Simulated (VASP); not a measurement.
Here is a VASP 6.6.1 calculation.

The input INCAR:

```
SYSTEM = Nb
PREC     = Accurate       ! precision mode
ENCUT    = 520            ! plane-wave cutoff, eV
EDIFF    = 1E-6           ! SCF threshold, eV
ISMEAR   = -1             ! smearing method
SIGMA    = 0.1            ! smearing width, eV
LREAL    = .False.        ! projectors in reciprocal space
LASPH    = .True.         ! aspherical terms in the spheres
NELM     = 80             ! most SCF steps
ALGO     = Normal         ! electronic algorithm
ISIF     = 2              ! what is computed and relaxed
LWAVE    = .False.        ! write WAVECAR
LCHARG   = .False.        ! write CHGCAR
GGA      = PE             ! functional
NBANDS   = 12             ! bands
```

File KPOINTS:

```
Automatic mesh
0
Gamma
  16 16 16
  0 0 0
```

Contents of POSCAR:

```
Nb
1.0
    2.2699716454      0.0000000000      0.0000000000
    0.0000000000      2.2699716454      0.0000000000
    0.0000000000      0.0000000000      2.2699716454
Nb
1
Direct
    0.0000000000      0.0000000000      0.0000000000
```

Potentials or basis: VASP PAW PBE potentials, release 64 (Nb_sv).

Run with:

```sh
$ cat potpaw_PBE.64/Nb_sv/POTCAR > POTCAR
$ mpirun -np 1 vasp_std > vasp.out
```

Task: Predict the pressure.

Result: 203.6 GPa.
